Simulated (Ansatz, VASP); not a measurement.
## One calculation of TaN, two programs

Contents of INCAR:

```
SYSTEM = TaN
PREC = Accurate
ENCUT = 520
EDIFF = 1E-6
ISMEAR = 0
SIGMA = 0.15
LREAL = .FALSE.
LASPH = .TRUE.
NELM = 80
ALGO = Normal
ISIF = 2
LWAVE = .FALSE.
LCHARG = .TRUE.
GGA = PE
LELF = .TRUE.
LVHAR = .TRUE.
NBANDS = 15
```

The input KPOINTS:

```
Automatic mesh
0
G
  20 20 20
  0 0 0
```

The input POSCAR:

```
TaN
1.0
    0.0000000000      2.2655222982      2.2655222982
    2.2655222982      0.0000000000      2.2655222982
    2.2655222982      2.2655222982      0.0000000000
Ta N
1 1
Direct
    0.5000000000      0.5000000000      0.5000000000
    0.0000000000      0.0000000000      0.0000000000
```

Input for Ansatz:

```yaml
crystal:
  lattice:
    - [0.0, 2.2655222982, 2.2655222982]
    - [2.2655222982, 0.0, 2.2655222982]
    - [2.2655222982, 2.2655222982, 0.0]
  atoms:
    - { symbol: Ta, position: [0.5, 0.5, 0.5] }
    - { symbol: "N", position: [0.0, 0.0, 0.0] }
basis:
  ecutwfc: 520.0
kpoints:
  mp_grid: { grid: [20, 20, 20] }
hamiltonian:
  xc: pbe
  pseudopotentials: { kind: paw, azcp: { folder: soft_1 } }
scf:
  occupations: { method: gaussian, width: 0.15 }
output:
  forces: true
  stress: true
  eigenvalues: true
```

Alike in both runs: task single point; functional PBE; k mesh 20 × 20 × 20; occupations gaussian, width 0.15 eV; no spin polarisation.

|  | VASP | Ansatz |
| --- | --- | --- |
| version | VASP 6.6.1 | Ansatz 0.2.0 |
| potentials or method | VASP PAW PBE potentials, release 64 (Ta_pv, N), cutoff 520 eV | scalar-relativistic, plane waves, PAW |
| valence electrons in the cell | 16 | 18 |

```tsv
	VASP	Ansatz	Ansatz less VASP
gap on the k mesh at the Fermi level (eV)	none	none	-
pressure (GPa)	-20.7	-21.4	-0.72
```

A gap of «none» marks a metal or a gap that the smearing closes. VASP's potentials hold 16 valence electrons a cell and Ansatz's 18, so a difference there can come from the potentials and not from the codes.

Neither program's run includes spin-orbit coupling.
